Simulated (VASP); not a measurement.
Write the native input for VASP 6.6.1 that does the following.

```yaml
Task: single point
Functional: PBE
Dispersion: D3(BJ)
Potentials_or_basis: VASP PAW PBE potentials, release 64 (Na_pv, Cl)
Cutoff: 520 eV
k_mesh: 8 × 8 × 8
Occupations: gaussian, width 0.02 eV
Spin: no spin polarisation
Dipole_correction: no
Further_INCAR_settings: ALGO = Normal; EDIFF = 1e-06; NBANDS = 14
```

The structure of NaCl lies in POSCAR:

```
NaCl
1.0
    0.0000000000      2.7906656070      2.7906656070
    2.7906656070      0.0000000000      2.7906656070
    2.7906656070      2.7906656070      0.0000000000
Na Cl
1 1
Direct
    0.0000000000      0.0000000000      0.0000000000
    0.5000000000      0.5000000000      0.5000000000
```

One way to write it, as run:

INCAR

```
SYSTEM = NaCl
PREC = Accurate
ENCUT = 520
EDIFF = 1E-6
ISMEAR = 0
SIGMA = 0.02
LREAL = .FALSE.
LASPH = .TRUE.
NELM = 60
ALGO = Normal
ISIF = 2
LWAVE = .FALSE.
LCHARG = .FALSE.
GGA = PE
IVDW = 12
NBANDS = 14
```

KPOINTS

```
regular mesh
0
G
  8 8 8
  0 0 0
```

Potentials or basis: VASP PAW PBE potentials, release 64 (Na_pv, Cl).

Run with:

```sh
$ cat potpaw_PBE.64/Na_pv/POTCAR potpaw_PBE.64/Cl/POTCAR > POTCAR
$ mpirun -np 1 vasp_std > vasp.out
```

It gave:

```
Pressure                   : -0.1 GPa
Band gap on the k mesh     : 5.23 eV, direct
Dispersion energy per atom : -0.222 eV
```

It took 7.8 s on 1 thread of Intel(R) Xeon(R) 6975P-C (Granite Rapids), on a shared host, peak memory 0.17 GiB.
